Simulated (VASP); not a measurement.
Here is a VASP 6.6.1 calculation.

The input INCAR:

```
SYSTEM = Mg4Ti3N4
PREC = Accurate
ENCUT = 520
EDIFF = 1E-6
ISMEAR = 0
SIGMA = 0.1
LREAL = .FALSE.
LASPH = .TRUE.
NELM = 150
ALGO = Normal
ISIF = 2
LWAVE = .FALSE.
LCHARG = .FALSE.
ISPIN = 2
MAGMOM = 0 0 0 0 -1 1 1 0 0 0 0
LORBIT = 11
LMAXMIX = 4
GGA = PE
NBANDS = 47
```

File KPOINTS:

```
regular mesh
0
G
  4 4 4
  0 0 0
```

POSCAR

```
Mg4Ti3N4
1.0
    5.1209972500      0.0000000000      0.0000000000
    0.0000000000      5.1209972500      0.0000000000
    0.0000000000      0.0000000000      5.1209972500
Mg Ti N
4 3 4
Direct
    0.2917000000      0.2917000000      0.2917000000
    0.2917000000      0.7083000000      0.7083000000
    0.7083000000      0.2917000000      0.7083000000
    0.7083000000      0.7083000000      0.2917000000
    0.0000000000      0.0000000000      0.5000000000
    0.5000000000      0.0000000000      0.0000000000
    0.0000000000      0.5000000000      0.0000000000
    0.2456870000      0.2456870000      0.7543130000
    0.7543130000      0.7543130000      0.7543130000
    0.2456870000      0.7543130000      0.2456870000
    0.7543130000      0.2456870000      0.2456870000
```

Potentials or basis: VASP PAW PBE potentials, release 64 (Mg, Ti_sv, N).

The run is started by

```sh
$ cat potpaw_PBE.64/Mg/POTCAR potpaw_PBE.64/Ti_sv/POTCAR potpaw_PBE.64/N/POTCAR > POTCAR
$ mpirun -np 1 vasp_std > vasp.out
```

(1) What does it give for the band gap on the k mesh?

(2) Predict the largest force.

Answers

(1) zero (filled and empty bands overlap).

(2) 4.214 eV/Å.

Caveat: forces of over 1 eV/Å act on the atoms, so gaps and moduli don't describe the material at rest.
